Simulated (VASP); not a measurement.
Here is a VASP 6.6.1 calculation.

Contents of INCAR:

```
SYSTEM = CuGe4
PREC = Accurate
ENCUT = 520
EDIFF = 1E-7
ISMEAR = 0
SIGMA = 0.1
LREAL = .FALSE.
LASPH = .TRUE.
NELM = 80
ALGO = Normal
ISIF = 2
LWAVE = .FALSE.
LCHARG = .TRUE.
LDIPOL = .TRUE.
IDIPOL = 3
DIPOL = 0.5 0.5 0.328
GGA = PE
IVDW = 12
LELF = .TRUE.
LVHAR = .TRUE.
LVACPOTAV = .TRUE.
NBANDS = 42
```

File KPOINTS:

```
Automatic mesh
0
G
  9 9 1
  0 0 0
```

File POSCAR:

```
CuGe4
1.0
    4.0303587933      0.0000000000      0.0000000000
   -2.0151793967      3.4903931014      0.0000000000
    0.0000000000      0.0000000000     21.5984134729
Ge Cu
4 1
Direct
    0.3333333333      0.6666666667      0.1851987881
    0.0000000000      0.0000000000      0.2232892499
    0.0000000000      0.0000000000      0.3443139757
    0.6666666667      0.3333333333      0.3795840599
    0.6666666667      0.7777777778      0.5092232115
```

Potentials or basis: VASP PAW PBE potentials, release 64 (Ge_d, Cu).

Launch:

```console
$ cat potpaw_PBE.64/Ge_d/POTCAR potpaw_PBE.64/Cu/POTCAR > POTCAR
$ mpirun -np 1 vasp_std > vasp.out
```

Task: What does it give for the largest force?

Result: 0.855 eV/Å.

Task: What does it give for the band gap on the k mesh?

Result: Zero (an odd number of electrons rules out a gap without spin polarisation).

Forces in eV/Å, atoms in the order of the input:
```
Ge  -0.020 -0.041  0.168
Ge   0.015  0.044  0.011
Ge   0.039  0.007 -0.227
Ge  -0.112  0.115  0.840
Cu   0.077 -0.125 -0.792
```
